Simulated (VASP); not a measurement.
Here is a VASP 6.6.1 calculation.

Contents of INCAR:

```
PREC = Accurate
ENCUT = 520
EDIFF = 1E-7
ISMEAR = 0
SIGMA = 0.2
LREAL = F
LASPH = T
NELM = 100
ALGO = Fast
ISIF = 2
LWAVE = F
LCHARG = F
GGA = PE
NBANDS = 54
```

File KPOINTS:

```
regular mesh
0
Gamma
  6 6 4
```

The input POSCAR:

```
GaCo
1.0
   -2.0697971068     -2.7383595838      3.6277207659
   -1.3662217284      2.5221864115      3.7321431359
   -5.4331267563     -0.7183357194      0.5267349378
Ga Co
4 4
Direct
    0.8027806723      0.7670789393      0.6568683495
    0.8027660775      0.7670739073      0.1568855955
    0.1972280540      0.2329327411      0.8431207833
    0.1972212158      0.2329148841      0.3431252891
    0.3077952973      0.7461185658      0.6596857028
    0.3078336595      0.7460717946      0.1596574372
    0.6921829948      0.2539094650      0.8403357407
    0.6921920289      0.2538997030      0.3403211018
```

Potentials or basis: VASP PAW PBE potentials, release 64 (Ga_d, Co).

Launch:

```console
$ cat potpaw_PBE.64/Ga_d/POTCAR potpaw_PBE.64/Co/POTCAR > POTCAR
$ mpirun -np 1 vasp_std > vasp.out
```

(1) Estimate the pressure.

(2) What does it give for the largest force?

Results:

(1) 0.2 GPa.

(2) 0.010 eV/Å.

Caveat: the run has no spin polarisation, though such a crystal can be magnetic.
